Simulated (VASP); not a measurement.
A run of VASP 6.6.1 is set up as follows.

The input INCAR:

```
PREC     = Accurate       # precision mode
ENCUT    = 520            # plane-wave cutoff, eV
EDIFF    = 1E-7           # SCF threshold, eV
ISMEAR   = 0              # smearing method
SIGMA    = 0.02           # smearing width, eV
LREAL    = False          # projectors in reciprocal space
LASPH    = True           # aspherical terms in the spheres
NELM     = 100            # most SCF steps
ALGO     = Normal         # electronic algorithm
ISIF     = 2              # what is computed and relaxed
LWAVE    = False          # write WAVECAR
LCHARG   = False          # write CHGCAR
GGA      = PE             # functional
NBANDS   = 31             # bands
```

The input KPOINTS:

```
Automatic mesh
0
Gamma
  6 6 6
```

The input POSCAR:

```
Al3GaSb4
1.0
   -2.9814945915      2.9814945915      5.9627849895
    2.9814945915     -2.9814945915      5.9627849895
    2.9814945915      2.9814945915     -5.9627849895
Al Ga Sb
3 1 4
Direct
    0.5000000000      0.5000000000      0.0000000000
    0.2500000000      0.7500000000      0.5000000000
    0.7500000000      0.2500000000      0.5000000000
    0.0000000000      0.0000000000      0.0000000000
    0.6254937410      0.6254937410      0.5008943829
    0.1245993581      0.1245993581      0.4991056171
    0.8754006419      0.3745062590      0.0000000000
    0.3745062590      0.8754006419      0.0000000000
```

Potentials or basis: VASP PAW PBE potentials, release 64 (Al, Ga_d, Sb).

The run is started by

```bash
$ cat potpaw_PBE.64/Al/POTCAR potpaw_PBE.64/Ga_d/POTCAR potpaw_PBE.64/Sb/POTCAR > POTCAR
$ mpirun -np 1 vasp_std > vasp.out
```

What does it give for the band gap on the k mesh?

0.88 eV, indirect (least direct gap 1.06 eV).

Predict the pressure.

8.5 GPa.

Predict the largest force.

0.031 eV/Å.

Forces in eV/Å, atoms in the order of the input:
```
Al   0.000  0.000  0.000
Al   0.000  0.000  0.000
Al   0.000  0.000  0.000
Ga   0.000  0.000  0.000
Sb   0.017  0.017  0.019
Sb  -0.017 -0.017  0.019
Sb  -0.017  0.017 -0.019
Sb   0.017 -0.017 -0.019
```

Caveat: spin-orbit coupling is left out, which moves the levels of the heavy elements. A k mesh can miss the band edges.
